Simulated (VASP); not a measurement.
Input of a VASP 6.6.1 run:

INCAR

```
PREC     = Accurate       # precision mode
ENCUT    = 520            # plane-wave cutoff, eV
EDIFF    = 1E-6           # SCF threshold, eV
ISMEAR   = 0              # smearing method
SIGMA    = 0.05           # smearing width, eV
LREAL    = F              # projectors in reciprocal space
LASPH    = T              # aspherical terms in the spheres
NELM     = 80             # most SCF steps
ALGO     = Normal         # electronic algorithm
ISIF     = 2              # what is computed and relaxed
LWAVE    = F              # write WAVECAR
LCHARG   = F              # write CHGCAR
GGA      = PS             # functional
NBANDS   = 24             # bands
```

File KPOINTS:

```
Automatic mesh
0
Gamma
  9 9 6
```

Contents of POSCAR:

```
CaO
1.0
    3.9919758245      0.0000000000      0.0000000000
   -1.9959879122      3.4571524753      0.0000000000
    0.0000000000      0.0000000000      4.7848400100
Ca O
2 2
Direct
    0.3333333333      0.6666666667      0.7500000000
    0.6666666667      0.3333333333      0.2500000000
    0.3333333333      0.6666666667      0.2500000000
    0.6666666667      0.3333333333      0.7500000000
```

Potentials or basis: VASP PAW PBE potentials, release 64 (Ca_sv, O).

Launch:

```bash
$ cat potpaw_PBE.64/Ca_sv/POTCAR potpaw_PBE.64/O/POTCAR > POTCAR
$ mpirun -np 1 vasp_std > vasp.out
```

Question: Estimate the pressure.

Answer: -1.9 GPa.

Question: Estimate the band gap on the k mesh.

Answer: 3.03 eV.

Stress tensor (GPa, compression positive):
```
-1.81  0.00  0.00
 0.00 -1.81  0.00
 0.00  0.00 -2.02
```

Caveat: the PAW data sets were made with another functional, which shifts forces and pressure a little; an odd mesh through Γ misses points on the zone boundary, where band edges can lie.
